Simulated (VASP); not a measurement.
# AlN in VASP: further runs, part 2 of 2

VASP 6.6.1. The steps go on from the part before.

**4. Electric field gradients, LDA (equal xx and yy strain of -2 %)**

The input, INCAR:

```
PREC = Accurate
ENCUT = 520
EDIFF = 1E-8
ISMEAR = -1
SIGMA = 0.02
LREAL = False
LASPH = True
NELM = 80
ALGO = Normal
ISIF = 2
LWAVE = False
LCHARG = False
LEFG = True
NBANDS = 11
```

The input, KPOINTS:

```
Automatic mesh
0
Gamma
  10 10 10
```

The input, POSCAR:

```
AlN
1.0
    0.0000000000      1.9384400000      1.9780000000
    1.9384400000      0.0000000000      1.9780000000
    1.9384400000      1.9384400000      0.0000000000
Al N
1 1
Direct
    0.0000000000      0.0000000000      0.0000000000
    0.5000000000      0.5000000000      0.5000000000
```

Potentials or basis: VASP PAW LDA potentials, release 64 (Al, N).

Launch:

```console
> cat potpaw_LDA.64/Al/POTCAR potpaw_LDA.64/N/POTCAR > POTCAR
> mpirun -np 1 vasp_std > vasp.out
```

OUTCAR:

```text
PREC = Accurate
   ENCUT = 520
   EDIFF = 1E-8
   ISMEAR = -1
   LREAL = False
   LASPH = True
   NELM = 80
   ISIF = 2

 ion  position               nearest neighbor table
   1  0.000  0.000  0.000-   2 1.94   2 1.94   2 1.94   2 1.94   2 1.98   2 1.98
   2  0.500  0.500  0.500-   1 1.94   1 1.94   1 1.94   1 1.94   1 1.98   1 1.98

  LATTYP: Found a body centered tetragonal cell.
 ALAT       =     2.7413681378
 C/A-ratio  =     1.4430750636

  Lattice vectors:

 A1 = (  -1.9384400000,   0.0000000000,   1.9780000000)
 A2 = (   1.9384400000,   0.0000000000,   1.9780000000)
 A3 = (   0.0000000000,   1.9384400000,  -1.9780000000)

Analysis of symmetry for initial positions (statically):
=====================================================================
 Subroutine PRICEL returns:
 Original cell was already a primitive cell.

 Routine SETGRP: Setting up the symmetry group for a
 body centered tetragonal supercell.

 Subroutine GETGRP returns: Found 16 space group operations
 (whereof 16 operations were pure point group operations)
 out of a pool of 16 trial point group operations.

The static configuration has the point symmetry D_4h.

Analysis of symmetry for dynamics (positions and initial velocities):
=====================================================================
 Subroutine PRICEL returns:
 Original cell was already a primitive cell.

 Routine SETGRP: Setting up the symmetry group for a
 body centered tetragonal supercell.

 Subroutine GETGRP returns: Found 16 space group operations
 (whereof 16 operations were pure point group operations)
 out of a pool of 16 trial point group operations.

The dynamic configuration has the point symmetry D_4h.

[... 162 lines left out ...]
      8      23.5967      0.00000
      9      29.0244      0.00000
     10      29.2228      0.00000
     11      29.9238      0.00000
[... 309 lines left out ...]
 k-point    24 :       0.4000    0.3000    0.0000
  band No.  band energies     occupation
      1      -3.9226      2.00000
      2       4.8542      2.00000
      3       8.0741      2.00000
      4       8.6995      2.00000
      5      17.6321      0.00000
      6      18.7640      0.00000
      7      24.3733      0.00000
      8      28.0532      0.00000
      9      28.8963      0.00000
     10      34.1001      0.00000
     11      37.1547      0.00000

 [... further k-points ...]
[... 5 lines left out ...]
  --------------------------------------------------------------------------------------
  -------------------------------------------------------------------------------------
  Total        2.8840202      2.8840202      1.9828094      0.0000000     -0.0000000      0.0000000
  in kB      310.8478514    310.8478514    213.7128009      0.0000000     -0.0000000      0.0000000
  external PRESSURE =     278.4695012 kB  Pullay stress =       0.0000000 kB

 VOLUME and BASIS-vectors are now :
 -----------------------------------------------------------------------------
  energy-cutoff  :      520.00
  volume of cell :       14.86
      direct lattice vectors                 reciprocal lattice vectors
     0.000000000  1.938440000  1.978000000    -0.257939374  0.257939374  0.252780586
     1.938440000  0.000000000  1.978000000     0.257939374 -0.257939374  0.252780586
     1.938440000  1.938440000  0.000000000     0.257939374  0.257939374 -0.252780586

 POSITION                                       TOTAL-FORCE (eV/Angst)
 -----------------------------------------------------------------------------------
      0.00000      0.00000      0.00000         0.000000      0.000000      0.000000
      1.93844      1.93844      1.97800         0.000000      0.000000     -0.000000
 -----------------------------------------------------------------------------------
    total drift:                               -0.000000     -0.000000      0.000000

  FREE ENERGIE OF THE ION-ELECTRON SYSTEM (eV)
  ---------------------------------------------------
  free  energy   TOTEN  =       -16.1188256723 eV

  energy  without entropy=      -16.1188256723  energy(sigma->0) =      -16.11882567

 Electric field gradients (V/A^2)
---------------------------------------------------------------------
 ion       V_xx      V_yy      V_zz      V_xy      V_xz      V_yz
---------------------------------------------------------------------
   1      -4.421    -4.421     8.841    -0.000     0.000     0.000
   2      -1.565    -1.565     3.131     0.001    -0.000    -0.000
---------------------------------------------------------------------

 Electric field gradients after diagonalization (V/A^2)
 (convention: |V_zz| > |V_xx| > |V_yy|)
----------------------------------------------------------------------
 ion       V_xx      V_yy      V_zz     asymmetry (V_yy - V_xx)/ V_zz
----------------------------------------------------------------------
   1      -4.421    -4.421     8.841       0.000
   2      -1.566    -1.565     3.131       0.000
----------------------------------------------------------------------

           NMR quadrupolar parameters

 Cq : quadrupolar parameter    Cq=e*Q*V_zz/h
 eta: asymmetry parameters     (V_yy - V_xx)/ V_zz
 Q  : nuclear electric quadrupole moment in mb (millibarn)
----------------------------------------------------------------------
 ion       Cq(MHz)       eta       Q (mb)
----------------------------------------------------------------------
   1       0.021       0.000       1.000
   2       0.008       0.000       1.000
----------------------------------------------------------------------
```

OSZICAR:

```text
N       E                     dE             d eps       ncg     rms          rms(c)
DAV:   1     0.761817232935E+01    0.76182E+01   -0.41902E+03  2372   0.633E+02
DAV:   2    -0.176039705963E+02   -0.25222E+02   -0.24470E+02  2630   0.131E+02
DAV:   3    -0.181343734170E+02   -0.53040E+00   -0.52959E+00  2682   0.163E+01
DAV:   4    -0.181359104427E+02   -0.15370E-02   -0.15369E-02  2508   0.108E+00
DAV:   5    -0.181359182009E+02   -0.77581E-05   -0.77581E-05  2646   0.718E-02    0.820E+00
DAV:   6    -0.161884114713E+02    0.19475E+01   -0.78636E+00  2379   0.152E+01    0.302E+00
DAV:   7    -0.161378133710E+02    0.50598E-01   -0.17849E-01  2562   0.281E+00    0.185E+00
DAV:   8    -0.161189317632E+02    0.18882E-01   -0.12035E-02  2361   0.103E+00    0.272E-01
DAV:   9    -0.161188262992E+02    0.10546E-03   -0.52900E-04  2577   0.135E-01    0.158E-01
DAV:  10    -0.161188260548E+02    0.24439E-06   -0.19535E-05  2502   0.316E-02    0.237E-02
DAV:  11    -0.161188256796E+02    0.37527E-06   -0.73154E-07  2595   0.589E-03    0.442E-03
DAV:  12    -0.161188256723E+02    0.72085E-08   -0.40225E-08  2493   0.152E-03
   1 F= -.16118826E+02 E0= -.16118826E+02  d E =-.393687E-12
```

stdout:

```text
POSCAR found type information on POSCAR AlN
 POSCAR found :  2 types and       2 ions
 scaLAPACK will be used
 LDA part: xc-table for (Slater(with rela. corr.)+CA(PZ))
 , standard interpolation
 POSCAR, INCAR and KPOINTS ok, starting setup
 FFT: planning ... GRIDC
 FFT: planning ... GRID_SOFT
 FFT: planning ... GRID
 WAVECAR not read
 entering main loop
ion   1

ion   2
```

Run time: 16 s. Hardware: 1 thread of Intel Xeon 8259CL, shared host; peak memory 0.13 GiB.

What came out:

* Free energy: -16.1188 eV
* Pressure: 27.8 GPa
* Band gap on the k mesh: 4.83 eV, indirect (least direct gap 7.29 eV)

Electric field gradients, principal values (V/Å²):
```tsv
atom	least	middle	greatest (by size)
1 Al	-4.421	-4.421	8.841
2 N	-1.565	-1.566	3.131
```

Caveat: the cell differs from its parent crystal (equal xx and yy strain of -2 %); without QUAD_EFG the Cq values of the log hold for a quadrupole moment of 1 mb, not for the nuclei. A k mesh can miss the band edges.

**5. Electric field gradients, LDA (equal xx and yy strain of -2 %)**

The input, INCAR:

```
PREC = Accurate
ENCUT = 520
EDIFF = 1E-8
ISMEAR = -1
SIGMA = 0.02
LREAL = F
LASPH = T
NELM = 100
ALGO = Normal
ISIF = 2
LWAVE = F
LCHARG = F
GGA = CA
LEFG = T
NBANDS = 11
```

The input, KPOINTS:

```
regular mesh
0
Gamma
  10 10 10
```

POSCAR is that of step 4.

Potentials or basis: VASP PAW LDA potentials, release 64 (Al, N).

Launch:

```console
> cat potpaw_LDA.64/Al/POTCAR potpaw_LDA.64/N/POTCAR > POTCAR
> mpirun -np 1 vasp_std > vasp.out
```

OUTCAR:

```text
PREC = Accurate
   ENCUT = 520
   EDIFF = 1E-8
   ISMEAR = -1
   LREAL = F
   LASPH = T
   NELM = 100
   ISIF = 2
   GGA = CA

 ion  position               nearest neighbor table
   1  0.000  0.000  0.000-   2 1.94   2 1.94   2 1.94   2 1.94   2 1.98   2 1.98
   2  0.500  0.500  0.500-   1 1.94   1 1.94   1 1.94   1 1.94   1 1.98   1 1.98

  LATTYP: Found a body centered tetragonal cell.
 ALAT       =     2.7413681378
 C/A-ratio  =     1.4430750636

  Lattice vectors:

 A1 = (  -1.9384400000,   0.0000000000,   1.9780000000)
 A2 = (   1.9384400000,   0.0000000000,   1.9780000000)
 A3 = (   0.0000000000,   1.9384400000,  -1.9780000000)

Analysis of symmetry for initial positions (statically):
=====================================================================
 Subroutine PRICEL returns:
 Original cell was already a primitive cell.

 Routine SETGRP: Setting up the symmetry group for a
 body centered tetragonal supercell.

 Subroutine GETGRP returns: Found 16 space group operations
 (whereof 16 operations were pure point group operations)
 out of a pool of 16 trial point group operations.

The static configuration has the point symmetry D_4h.

Analysis of symmetry for dynamics (positions and initial velocities):
=====================================================================
 Subroutine PRICEL returns:
 Original cell was already a primitive cell.

 Routine SETGRP: Setting up the symmetry group for a
 body centered tetragonal supercell.

 Subroutine GETGRP returns: Found 16 space group operations
[... 480 lines left out ...]
 k-point    24 :       0.4000    0.3000    0.0000
  band No.  band energies     occupation
      1      -3.9226      2.00000
      2       4.8542      2.00000
      3       8.0741      2.00000
      4       8.6995      2.00000
      5      17.6321      0.00000
      6      18.7640      0.00000
      7      24.3733      0.00000
      8      28.0532      0.00000
      9      28.8963      0.00000
     10      34.1001      0.00000
     11      37.1547      0.00000

 [... further k-points ...]

------------------------ aborting loop because EDIFF is reached ----------------------------------------

  FORCE on cell =-STRESS in cart. coord.  units (eV):
  Direction    XX          YY          ZZ          XY          YZ          ZX
  --------------------------------------------------------------------------------------
  -------------------------------------------------------------------------------------
  Total        2.8840202      2.8840202      1.9828094      0.0000000     -0.0000000      0.0000000
  in kB      310.8478514    310.8478514    213.7128009      0.0000000     -0.0000000      0.0000000
  external PRESSURE =     278.4695012 kB  Pullay stress =       0.0000000 kB

 VOLUME and BASIS-vectors are now :
 -----------------------------------------------------------------------------
  energy-cutoff  :      520.00
  volume of cell :       14.86
      direct lattice vectors                 reciprocal lattice vectors
     0.000000000  1.938440000  1.978000000    -0.257939374  0.257939374  0.252780586
     1.938440000  0.000000000  1.978000000     0.257939374 -0.257939374  0.252780586
     1.938440000  1.938440000  0.000000000     0.257939374  0.257939374 -0.252780586

 POSITION                                       TOTAL-FORCE (eV/Angst)
 -----------------------------------------------------------------------------------
      0.00000      0.00000      0.00000         0.000000      0.000000      0.000000
      1.93844      1.93844      1.97800         0.000000      0.000000     -0.000000
 -----------------------------------------------------------------------------------
    total drift:                               -0.000000     -0.000000      0.000000

  FREE ENERGIE OF THE ION-ELECTRON SYSTEM (eV)
  ---------------------------------------------------
  free  energy   TOTEN  =       -16.1188256723 eV

  energy  without entropy=      -16.1188256723  energy(sigma->0) =      -16.11882567

 Electric field gradients (V/A^2)
---------------------------------------------------------------------
 ion       V_xx      V_yy      V_zz      V_xy      V_xz      V_yz
---------------------------------------------------------------------
   1      -4.421    -4.421     8.841    -0.000     0.000     0.000
   2      -1.565    -1.565     3.131     0.001    -0.000    -0.000
---------------------------------------------------------------------

 Electric field gradients after diagonalization (V/A^2)
 (convention: |V_zz| > |V_xx| > |V_yy|)
----------------------------------------------------------------------
 ion       V_xx      V_yy      V_zz     asymmetry (V_yy - V_xx)/ V_zz
----------------------------------------------------------------------
   1      -4.421    -4.421     8.841       0.000
   2      -1.566    -1.565     3.131       0.000
----------------------------------------------------------------------

           NMR quadrupolar parameters

 Cq : quadrupolar parameter    Cq=e*Q*V_zz/h
 eta: asymmetry parameters     (V_yy - V_xx)/ V_zz
 Q  : nuclear electric quadrupole moment in mb (millibarn)
----------------------------------------------------------------------
 ion       Cq(MHz)       eta       Q (mb)
----------------------------------------------------------------------
   1       0.021       0.000       1.000
   2       0.008       0.000       1.000
----------------------------------------------------------------------
```

OSZICAR:

```text
N       E                     dE             d eps       ncg     rms          rms(c)
DAV:   1     0.761817232935E+01    0.76182E+01   -0.41902E+03  2372   0.633E+02
DAV:   2    -0.176039705963E+02   -0.25222E+02   -0.24470E+02  2630   0.131E+02
DAV:   3    -0.181343734170E+02   -0.53040E+00   -0.52959E+00  2682   0.163E+01
DAV:   4    -0.181359104427E+02   -0.15370E-02   -0.15369E-02  2508   0.108E+00
DAV:   5    -0.181359182009E+02   -0.77581E-05   -0.77581E-05  2646   0.718E-02    0.820E+00
DAV:   6    -0.161884114713E+02    0.19475E+01   -0.78636E+00  2379   0.152E+01    0.302E+00
DAV:   7    -0.161378133710E+02    0.50598E-01   -0.17849E-01  2562   0.281E+00    0.185E+00
DAV:   8    -0.161189317632E+02    0.18882E-01   -0.12035E-02  2361   0.103E+00    0.272E-01
DAV:   9    -0.161188262992E+02    0.10546E-03   -0.52900E-04  2577   0.135E-01    0.158E-01
DAV:  10    -0.161188260548E+02    0.24439E-06   -0.19535E-05  2502   0.316E-02    0.237E-02
DAV:  11    -0.161188256796E+02    0.37527E-06   -0.73154E-07  2595   0.589E-03    0.442E-03
DAV:  12    -0.161188256723E+02    0.72085E-08   -0.40225E-08  2493   0.152E-03
   1 F= -.16118826E+02 E0= -.16118826E+02  d E =-.393687E-12
```

stdout:

```text
POSCAR found type information on POSCAR AlN
 POSCAR found :  2 types and       2 ions
 scaLAPACK will be used
 LDA part: xc-table for (Slater(with rela. corr.)+CA(PZ))
 , standard interpolation
 POSCAR, INCAR and KPOINTS ok, starting setup
 FFT: planning ... GRIDC
 FFT: planning ... GRID_SOFT
 FFT: planning ... GRID
 WAVECAR not read
 entering main loop
ion   1

ion   2
```

Run time: 16 s. Hardware: 1 thread of Intel Xeon 8259CL, shared host; peak memory 0.13 GiB.

What came out:

| Property | Result |
| --- | --- |
| Free energy | -16.1188 eV |
| Pressure | 27.8 GPa |
| Band gap on the k mesh | 4.83 eV, indirect (least direct gap 7.29 eV) |

Stress tensor (GPa, compression positive):
```
31.08  0.00  0.00
 0.00 31.08  0.00
 0.00  0.00 21.37
```

Levels at points of the mesh, in eV from the valence-band top:
```csv
k point,band 1,band 2,band 3,band 4,band 5,band 6,band 7,band 8,band 9
"(0.00, 0.00, 0.00)",-18.50,-0.13,-0.13,0.00,7.29,12.07,12.36,12.36,17.78
"(0.50, 0.00, 0.00)",-14.72,-9.14,-1.44,-1.34,6.71,11.37,11.85,14.61,17.02
"(0.50, 0.50, 0.00)",-13.69,-8.32,-3.07,-3.07,5.03,5.59,14.96,18.77,18.77
"(0.50, 0.00, 0.50)",-13.49,-8.21,-3.37,-3.11,4.83,5.37,15.21,18.18,18.91
```

Electric field gradients, principal values (V/Å²):
```csv
atom,least,middle,greatest (by size)
1 Al,-4.421,-4.421,8.841
2 N,-1.565,-1.566,3.131
```

Caveat: the cell differs from its parent crystal (equal xx and yy strain of -2 %); without QUAD_EFG the Cq values of the log hold for a quadrupole moment of 1 mb, not for the nuclei. A k mesh can miss the band edges.

**6. The runs side by side**

```csv
cell,gap on the mesh (eV),pressure (GPa)
"a = 2.797 Å, angles 60.0°, 2 atoms",5.07,13.2
"a = 2.840, b = 2.840, c = 2.797 Å, angles 60.5, 60.5, 59.0°, 2 atoms",4.59,4.5
"a = 2.769, b = 2.769, c = 2.741 Å, angles 60.3, 60.3, 59.3°, 2 atoms",4.83,27.8
```

Alike in all rows: task electric field gradients; level LDA; potentials or basis VASP PAW LDA potentials, release 64 (Al, N); no spin polarisation; k mesh 10 × 10 × 10; cutoff (eV) 520; smearing fermi-dirac 0.02 eV.

Total energies depend on the potentials used, so only differences within one code and one set of settings carry meaning.
